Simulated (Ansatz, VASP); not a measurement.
# One calculation of Mo, two programs

The input INCAR:

```
SYSTEM = Mo
PREC = Accurate
ENCUT = 520
EDIFF = 1E-6
ISMEAR = 0
SIGMA = 0.15
LREAL = .FALSE.
LASPH = .TRUE.
NELM = 60
ALGO = Fast
ISIF = 2
LWAVE = .FALSE.
LCHARG = .FALSE.
GGA = PS
NBANDS = 13
```

The input KPOINTS:

```
regular mesh
0
G
  24 24 20
  0 0 0
```

Contents of POSCAR:

```
Mo
1.0
    2.6913815451      0.0000000000      0.0000000000
   -1.3456907725      2.3308047893      0.0000000000
    0.0000000000      0.0000000000      2.6396589451
Mo
1
Direct
    0.0000000000      0.0000000000      0.5000000000
```

Input for Ansatz:

```yaml
crystal:
  lattice:
    - [2.6913815451, 0.0, 0.0]
    - [-1.3456907725, 2.3308047893, 0.0]
    - [0.0, 0.0, 2.6396589451]
  atoms:
    - { symbol: Mo, position: [0.0, 0.0, 0.5] }
basis:
  ecutwfc: 420
kpoints:
  mp_grid: { grid: [24, 24, 20] }
hamiltonian:
  xc: pbesol
scf:
  occupations: { method: gaussian, width: 0.15 }
output:
  forces: true
  stress: true
  eigenvalues: true
```

Alike in both runs: task single point; functional PBEsol; k mesh 24 × 24 × 20; occupations gaussian, width 0.15 eV; no spin polarisation.

```csv
,VASP,Ansatz
version,VASP 6.6.1,Ansatz 0.2.0
potentials or method,"VASP PAW PBE potentials, release 64 (Mo_sv), cutoff 520 eV","scalar-relativistic, plane waves, PAW"
valence electrons in the cell,14,14
```

Ansatz gave:

```
gap on the k mesh at the Fermi level (eV)                     : none
pressure (GPa)                                                : -2.5
traceless stress, the component that is largest in VASP (GPa) : -14.76
```

Problem. Which values does VASP return?

Solution. gap on the k mesh at the Fermi level (eV): none; pressure (GPa): -2.1; traceless stress, the component that is largest in VASP (GPa): -14.78.

VASP's potentials were made for PBE, not for PBEsol. A gap of «none» marks a metal or a gap that the smearing closes.
